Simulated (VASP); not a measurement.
Here is a VASP 6.6.1 calculation.

The input INCAR:

```
PREC     = Accurate       # precision mode
ENCUT    = 520            # plane-wave cutoff, eV
EDIFF    = 1E-8           # SCF threshold, eV
ISMEAR   = 0              # smearing method
SIGMA    = 0.01           # smearing width, eV
LREAL    = False          # projectors in reciprocal space
LASPH    = True           # aspherical terms in the spheres
NELM     = 80             # most SCF steps
ALGO     = Normal         # electronic algorithm
ISIF     = 2              # what is computed and relaxed
LWAVE    = False          # write WAVECAR
LCHARG   = False          # write CHGCAR
NBANDS   = 16             # bands
IBRION   = 8              # ionic algorithm
NSW      = 1              # ionic steps
LEPSILON = True           # dielectric tensor by DFPT
```

Contents of KPOINTS:

```
Automatic mesh
0
Gamma
  12 12 6
```

The input POSCAR:

```
MgAl2C2
1.0
    3.2309509118      0.0000000000      0.0000000000
   -1.6154754559      2.7980855680      0.0000000000
    0.0000000000      0.0000000000      5.3514686638
Mg Al C
1 2 2
Direct
    0.0000000000      0.0000000000      0.0000000000
    0.3333333333      0.6666666667      0.3470676311
    0.6666666667      0.3333333333      0.6529323689
    0.3333333333      0.6666666667      0.7397278672
    0.6666666667      0.3333333333      0.2602721328
```

Potentials or basis: VASP PAW LDA potentials, release 64 (Mg, Al, C).

The run is started by

```bash
$ cat potpaw_LDA.64/Mg/POTCAR potpaw_LDA.64/Al/POTCAR potpaw_LDA.64/C/POTCAR > POTCAR
$ mpirun -np 1 vasp_std > vasp.out
```

(1) What does it give for the electronic dielectric tensor (diagonal)?

(2) Predict the Born charges (mean of the diagonal).

(3) Predict the highest phonon frequency at Γ.

Answers

(1) 7.01, 7.01, 8.09.

(2) Mg +2.06; Al +2.24; C -3.27 e.

(3) 775 cm⁻¹.

Caveat: the cell stands under pressure or tension, which shifts response properties.
